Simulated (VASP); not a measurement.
Set up this calculation in VASP 6.6.1, as the native input.

```yaml
Task: single point
Functional: PBE
Potentials_or_basis: VASP PAW PBE potentials, release 64 (Zr_sv, Zn, N)
Cutoff: 520 eV
k_mesh: 6 × 6 × 6
Occupations: gaussian, width 0.1 eV
Spin: no spin polarisation
Dipole_correction: no
Further_INCAR_settings: ALGO = Normal; EDIFF = 1e-06; NBANDS = 22
```

The structure of ZrZnN lies in POSCAR:

```
ZrZnN
1.0
    3.5806671661      0.0000000029      0.0000000000
   -1.7903335856      3.1009487269      0.0000000000
    0.0000000000      0.0000000000      4.7346009354
Zr Zn N
1 1 1
Direct
    0.0000000000      0.0000000000      0.5000000000
    0.3333333333      0.6666666667      0.0000000000
    0.6666666667      0.3333333333      0.5000000000
```

The cell was built from a structure type or drawn by symmetry, and may not be a known phase.

The input as run:

INCAR

```
SYSTEM = ZrZnN
PREC = Accurate
ENCUT = 520
EDIFF = 1E-6
ISMEAR = 0
SIGMA = 0.1
LREAL = .FALSE.
LASPH = .TRUE.
NELM = 100
ALGO = Normal
ISIF = 2
LWAVE = .FALSE.
LCHARG = .TRUE.
GGA = PE
LELF = .TRUE.
LVHAR = .TRUE.
NBANDS = 22
```

KPOINTS

```
Automatic mesh
0
G
  6 6 6
  0 0 0
```

Potentials or basis: VASP PAW PBE potentials, release 64 (Zr_sv, Zn, N).

Command:

```console
$ cat potpaw_PBE.64/Zr_sv/POTCAR potpaw_PBE.64/Zn/POTCAR potpaw_PBE.64/N/POTCAR > POTCAR
$ mpirun -np 1 vasp_std > vasp.out
```

It gave:

```json
{
  "Pressure": "0.2 GPa",
  "Band gap on the k mesh": "zero (an odd number of electrons rules out a gap without spin polarisation)"
}
```

Wall time 14 s on 1 thread of Intel(R) Xeon(R) 6975P-C (Granite Rapids), with other jobs on the host, peak memory 0.19 GiB.
